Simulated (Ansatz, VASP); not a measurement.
# LiTi2P3: VASP beside Ansatz

```
Li Ti P
1.0
     3.47784    0.00000    0.00000
    -1.73892    3.01190    0.00000
     0.00000    0.00000    8.59400
Li Ti P
1 2 3
Cartesian
  0.0000 0.0000 0.0000
  0.0000 2.0079 2.8932
  1.7389 1.0040 5.7008
  0.0000 2.0079 7.1046
  1.7389 1.0040 1.4894
  0.0000 0.0000 4.2970
```

Alike in both runs: task single point; functional PBE; k mesh 6 × 6 × 2; occupations gaussian, width 0.1 eV; no spin polarisation.

|  | VASP | Ansatz |
| --- | --- | --- |
| version | VASP 6.6.1 | Ansatz 0.2.0 |
| potentials or method | VASP PAW PBE potentials, release 64 (Li_sv, Ti_sv, P), cutoff 520 eV | scalar-relativistic, plane waves, PAW |
| valence electrons in the cell | 42 | 42 |

```csv
,VASP,Ansatz,Ansatz less VASP
gap on the k mesh at the Fermi level (eV),none,none,-
rms of the force components (eV/Å),0.149,0.149,-0.0002
```

Atom by atom the forces differ by 0.001 eV/Å (rms over components). A gap of «none» marks a metal or a gap that the smearing closes.

The k mesh is coarse, so the values compare programs but aren't converged. Noted on VASP's run: the cutoff is under 1.25 times that of the potentials, so the pressure is a little rough.
